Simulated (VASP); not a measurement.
Runs of VASP 6.6.1 on Ti2H7. The structure is that of space group Fm-3m (No. 225), or close to it. The cells are those of the table. 

```csv
task,cell,k mesh,cutoff (eV),gap on the mesh (eV),pressure (GPa),largest force (eV/Å)
single point,"a = 4.130 Å, angles 60.0°, 9 atoms",6 × 6 × 6,520,none,-0.2,-
relaxation of cell and atoms,"relaxed from a = 4.130 Å, angles 60.0°, 9 atoms",12 × 12 × 12,600,none,0.2,0.01
relaxation of cell and atoms,"relaxed from a = 4.220 Å, angles 60.0°, 9 atoms",6 × 6 × 6,600,none,0.1,0.02
single point,"a = 4.132 Å, angles 60.0°, 9 atoms",12 × 12 × 12,520,none,-0.2,-
single point,"a = 4.220 Å, angles 60.0°, 9 atoms",6 × 6 × 6,520,none,-7.7,(a)
```

Alike in all rows: level PBE; potentials or basis VASP PAW PBE potentials, release 64 (Ti_sv, H); no spin polarisation; smearing gaussian 0.1 eV.

**Question.** Estimate the missing entries.

**Answer.** (a) 0.10.

Caveats: the relaxation stopped at its first step, so nothing moved (some runs).

A gap of «none» marks levels without a gap at the run's occupations.
